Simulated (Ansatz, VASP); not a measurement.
## WC in VASP and in Ansatz

The input INCAR:

```
SYSTEM = WC
ALGO = Normal ; EDIFF = 1E-6
ENCUT = 600 ; GGA = PE
GGA_COMPAT = .FALSE. ; ISIF = 2
ISMEAR = -1 ; LASPH = .TRUE.
LCHARG = .FALSE. ; LREAL = .FALSE.
LWAVE = .FALSE. ; NBANDS = 16
NELM = 120 ; PREC = Accurate
SIGMA = 0.05
```

Contents of KPOINTS:

```
k-points
0
G
  10 10 10
  0 0 0
```

The input POSCAR:

```
WC
1.0
    0.0000000000      2.1630495024      2.1630495024
    2.1630495024      0.0000000000      2.1630495024
    2.1630495024      2.1630495024      0.0000000000
W C
1 1
Direct
    0.0000000000      0.0000000000      0.0000000000
    0.5000000000      0.5000000000      0.5000000000
```

Contents of input.yaml:

```yaml
crystal:
  lattice:
    - [0.0, 2.1630495024, 2.1630495024]
    - [2.1630495024, 0.0, 2.1630495024]
    - [2.1630495024, 2.1630495024, 0.0]
  atoms:
    - { symbol: W, position: [0.0, 0.0, 0.0] }
    - { symbol: C, position: [0.5, 0.5, 0.5] }
hamiltonian:
  xc: pbe
  pseudopotentials: { kind: paw, azcp: { folder: soft_1 } }
kpoints:
  mp_grid: { grid: [10, 10, 10] }
scf:
  occupations: { method: fermi_dirac, width: 0.05 }
output:
  forces: true
  stress: true
  eigenvalues: true
```

Alike in both runs: task single point; functional PBE; k mesh 10 × 10 × 10; occupations fermi-dirac, width 0.05 eV; no spin polarisation.

```csv
,VASP,Ansatz
version,VASP 6.6.1,Ansatz 0.2.0
potentials or method,"VASP PAW PBE potentials, release 64 (W_sv, C)",Ansatz PAW soft_1
plane-wave cutoff (eV),600,420
valence electrons in the cell,18,18
```

VASP gave:

| Item | Value |
| --- | --- |
| gap on the k mesh at the Fermi level (eV) | none |
| pressure (GPa) | 15.5 |

**Question.** Estimate Ansatz's values.

**Answer.** gap on the k mesh at the Fermi level (eV): none; pressure (GPa): 14.6.

A gap of «none» marks a metal or a gap that the smearing closes. The functional is the same, so the differences come from potentials, cutoffs and numerics.

Neither program's run includes spin-orbit coupling.
